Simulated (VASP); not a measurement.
# Eu (Im-3m) in VASP: density of states with PBE

Aim: the density of states of Eu with PBE.

Program: VASP 6.6.1. These are calculated values, not measurements. Logs are shortened: lines on timing, memory, paths and dates and some standing lists are left out, and cuts for length are marked.

**1. The cell of the first run**

Symmetry: Im-3m, No. 229, cubic system. The conventional cell has a = 4.388 Å, b = 4.388 Å, c = 4.388 Å, α = 90.00°, β = 90.00°, γ = 90.00°. Eu (site symmetry m-3m) has 14 Eu at 3.80 to 4.39 Å within 5.0 Å.

**2. Density of states, PBE, collinear spin, ferromagnetic start**

Input file POSCAR:

```
Eu
1.0
   -2.1942365859      2.1942365859      2.1942365859
    2.1942365859     -2.1942365859      2.1942365859
    2.1942365859      2.1942365859     -2.1942365859
Eu
1
Direct
    0.0000000000      0.0000000000      0.0000000000
```

Input file INCAR.step1:

```
SYSTEM = Eu
PREC = Accurate
ENCUT = 520
EDIFF = 1E-7
ISMEAR = 0
SIGMA = 0.05
LREAL = .FALSE.
LASPH = .TRUE.
NELM = 150
ALGO = Normal
ISIF = 2
LWAVE = .FALSE.
LCHARG = .TRUE.
ISPIN = 2
MAGMOM = 7.7
LMAXMIX = 6
GGA = PE
NBANDS = 18
```

Input file KPOINTS.step1:

```
regular mesh
0
G
  14 14 14
  0 0 0
```

Input file INCAR.step2:

```
SYSTEM = Eu
PREC = Accurate
ENCUT = 520
EDIFF = 1E-7
ISMEAR = -5
SIGMA = 0.05
LREAL = .FALSE.
LASPH = .TRUE.
NELM = 150
ALGO = Normal
ISIF = 2
LWAVE = .FALSE.
LCHARG = .FALSE.
ISPIN = 2
MAGMOM = 7.7
LORBIT = 11
LMAXMIX = 6
GGA = PE
NBANDS = 18
NEDOS = 1001
ICHARG = 11
```

Input file KPOINTS.step2:

```
regular mesh
0
G
  21 21 21
  0 0 0
```

Potentials or basis: VASP PAW PBE potentials, release 64 (Eu).

Command:

```bash
> cat potpaw_PBE.64/Eu/POTCAR > POTCAR
> cp INCAR.step1 INCAR
> cp KPOINTS.step1 KPOINTS
> mpirun -np 1 vasp_std > vasp.out
> cp INCAR.step2 INCAR
> cp KPOINTS.step2 KPOINTS
> mpirun -np 1 vasp_std > vasp.out
```

OUTCAR:

```text
SYSTEM = Eu
   PREC = Accurate
   ENCUT = 520
   EDIFF = 1E-7
   ISMEAR = -5
   LREAL = .FALSE.
   LASPH = .TRUE.
   NELM = 150
   ISIF = 2
   ISPIN = 2
   LORBIT = 11
   GGA = PE
   ICHARG = 11

 ion  position               nearest neighbor table
   1  0.000  0.000  0.000-

  LATTYP: Found a body centered cubic cell.
 ALAT       =     4.3884731718

  Lattice vectors:

 A1 = (  -2.1942365859,   2.1942365859,   2.1942365859)
 A2 = (   2.1942365859,  -2.1942365859,   2.1942365859)
 A3 = (   2.1942365859,   2.1942365859,  -2.1942365859)

Analysis of symmetry for initial positions (statically):
=====================================================================
 Subroutine PRICEL returns:
 Original cell was already a primitive cell.

 Routine SETGRP: Setting up the symmetry group for a
 body centered cubic supercell.

 Subroutine GETGRP returns: Found 48 space group operations
 (whereof 48 operations were pure point group operations)
 out of a pool of 48 trial point group operations.

The static configuration has the point symmetry O_h .

Analysis of symmetry for dynamics (positions and initial velocities):
=====================================================================
 Subroutine PRICEL returns:
 Original cell was already a primitive cell.

 Routine SETGRP: Setting up the symmetry group for a
 body centered cubic supercell.

 Subroutine GETGRP returns: Found 48 space group operations
 (whereof 48 operations were pure point group operations)
 out of a pool of 48 trial point group operations.

The dynamic configuration has the point symmetry O_h .

Analysis of structural, dynamic, and magnetic symmetry:
=====================================================================
 Subroutine PRICEL returns:
 Original cell was already a primitive cell.

 Routine SETGRP: Setting up the symmetry group for a
 body centered cubic supercell.

 Subroutine GETGRP returns: Found 48 space group operations
 (whereof 48 operations were pure point group operations)
 out of a pool of 48 trial point group operations.

The overall configuration has the point symmetry O_h .

 Subroutine INISYM returns: Found 48 space group operations
 (whereof 48 operations are pure point group operations),
 and found     1 'primitive' translations

----------------------------------------------------------------------------------------

                                     Primitive cell

  volume of cell :      42.2581

  direct lattice vectors                    reciprocal lattice vectors
    -2.194236586  2.194236586  2.194236586     0.000000000  0.227869685  0.227869685
[... 103 lines left out ...]
   IALGO  =     38    algorithm
   IMIX   =      4    mixing-type and parameters
     AMIX     =   0.40;   BMIX     =  1.00
     AMIX_MAG =   1.60;   BMIX_MAG =  1.00
  volume/ion in A,a.u.               =      42.26       285.17
  Fermi-wavevector in a.u.,A,eV,Ry     =   1.208521  2.283774 19.871636  1.460524
  Thomas-Fermi vector in A             =   2.344127
   LORBIT       =     11    0 simple, 1 ext, 2 COOP (PROOUT), +10 PAW based schemes
   GGA     = PE    functional components
   LHFCALC =     F    Hartree Fock is set to
   AEXX    =    0.0000 exact exchange contribution
   IVDW    =     0    specifies the selected vdW correction
   LEPSILON=     F    determine dielectric tensor
   LRPA    =     F    only Hartree local field effects (RPA)
 spin polarized calculation
 Fermi weights with tetrahedron method with Bloechl corrections
  energy-cutoff  :      520.00
  volume of cell :       42.26
 maximum number of plane-waves:      1157

 number of electron      16.9999992 magnetization       7.2316509

 Free energy of the ion-electron system (eV)
  ---------------------------------------------------
  ext. energy  EPLUGINS =         0.00000000
  ---------------------------------------------------
  free energy    TOTEN  =       -11.43836857 eV

  energy without entropy =      -11.43836857  energy(sigma->0) =      -11.43836857

 E-fermi :   2.0907     XC(G=0):  -8.8119

 val. band max:        2.0980915031   @ k =  -0.3810   0.4762   0.2857
 cond. band min:       2.0992464025   @ k =  -0.4762  -0.4762   0.2857
 fundamental gap:      0.0011548994
 Fermi energy:         2.0906694555

 spin component 1

 k-point     1 :       0.0000    0.0000    0.0000
  band No.  band energies     occupation
      1     -39.5495      1.00000
      2     -18.1072      1.00000
      3     -18.1072      1.00000
      4     -18.1072      1.00000
      5      -2.2584      1.00000
      6       1.5762      1.00000
[... 493 lines left out ...]
     17       5.9318      0.00000
     18      11.5658      0.00000

 [... further k-points ...]

 spin component 2

 k-point     1 :       0.0000    0.0000    0.0000
  band No.  band energies     occupation
      1     -36.4315      1.00000
      2     -15.7889      1.00000
      3     -15.7889      1.00000
      4     -15.7889      1.00000
      5      -1.5468      1.00000
      6       4.8870      0.00000
[... 493 lines left out ...]
     17       7.2107      0.00000
     18      12.6498      0.00000

 [... further k-points ...]

------------------------ aborting loop because EDIFF is reached ----------------------------------------

  FORCE on cell =-STRESS in cart. coord.  units (eV):
  Direction    XX          YY          ZZ          XY          YZ          ZX
  --------------------------------------------------------------------------------------
  -------------------------------------------------------------------------------------
  Total       -0.0928894     -0.0928894     -0.0928894     -0.0000000     -0.0000000     -0.0000000
  in kB       -3.5218145     -3.5218145     -3.5218145     -0.0000000     -0.0000000     -0.0000000
  external PRESSURE =      -3.5218145 kB  Pullay stress =       0.0000000 kB

 VOLUME and BASIS-vectors are now :
 -----------------------------------------------------------------------------
  energy-cutoff  :      520.00
  volume of cell :       42.26
      direct lattice vectors                 reciprocal lattice vectors
    -2.194236586  2.194236586  2.194236586     0.000000000  0.227869685  0.227869685
     2.194236586 -2.194236586  2.194236586     0.227869685  0.000000000  0.227869685
     2.194236586  2.194236586 -2.194236586     0.227869685  0.227869685  0.000000000

 POSITION                                       TOTAL-FORCE (eV/Angst)
 -----------------------------------------------------------------------------------
      0.00000      0.00000      0.00000         0.000000      0.000000     -0.000000
 -----------------------------------------------------------------------------------
    total drift:                               -0.000000      0.000000      0.000000

  FREE ENERGIE OF THE ION-ELECTRON SYSTEM (eV)
  ---------------------------------------------------
  free  energy   TOTEN  =       -11.4383685749 eV

  energy  without entropy=      -11.4383685749  energy(sigma->0) =      -11.43836857

 total charge

# of ion       s       p       d       f       tot
--------------------------------------------------
    1        2.086   5.711   0.289   6.644  14.730

 magnetization (x)

# of ion       s       p       d       f       tot
--------------------------------------------------
    1       -0.004  -0.097   0.116   6.642   6.657
```

OSZICAR.step1:

```text
N       E                     dE             d eps       ncg     rms          rms(c)
DAV:   1     0.105618995597E+03    0.10562E+03   -0.64904E+03  9070   0.405E+03
DAV:   2     0.788697686238E+01   -0.97732E+02   -0.85992E+02  9586   0.277E+02
DAV:   3    -0.741841786766E+01   -0.15305E+02   -0.15011E+02 11348   0.102E+02
[... 12 lines left out ...]
DAV:  16    -0.114385620647E+02    0.10966E-04   -0.31304E-05 12036   0.106E-01    0.159E-02
DAV:  17    -0.114385645202E+02   -0.24555E-05   -0.53292E-06 13336   0.368E-02    0.182E-02
DAV:  18    -0.114385648485E+02   -0.32835E-06   -0.67765E-07 12402   0.619E-03    0.965E-03
DAV:  19    -0.114385649516E+02   -0.10302E-06   -0.81859E-08  5598   0.593E-03    0.181E-03
DAV:  20    -0.114385649754E+02   -0.23798E-07   -0.19758E-08  5312   0.282E-03
   1 F= -.11438565E+02 E0= -.11437799E+02  d E =-.153263E-02  mag=     7.2317
```

It took 12 min on 1 thread of AMD EPYC 7R43 (Zen 3), shared host; peak memory 0.46 GiB.

What came out:

```
Net moment                                            : 7.23 μB per cell
Site moments                                          : Eu +6.66 μB
Valence electrons inside the program's atomic spheres : Eu 14.73
```

Caveat: spin-orbit coupling is left out, which moves the levels of the heavy elements; tetrahedron occupations give inexact forces and stress in metals. The state reached can hang on the start; a lower one may exist.
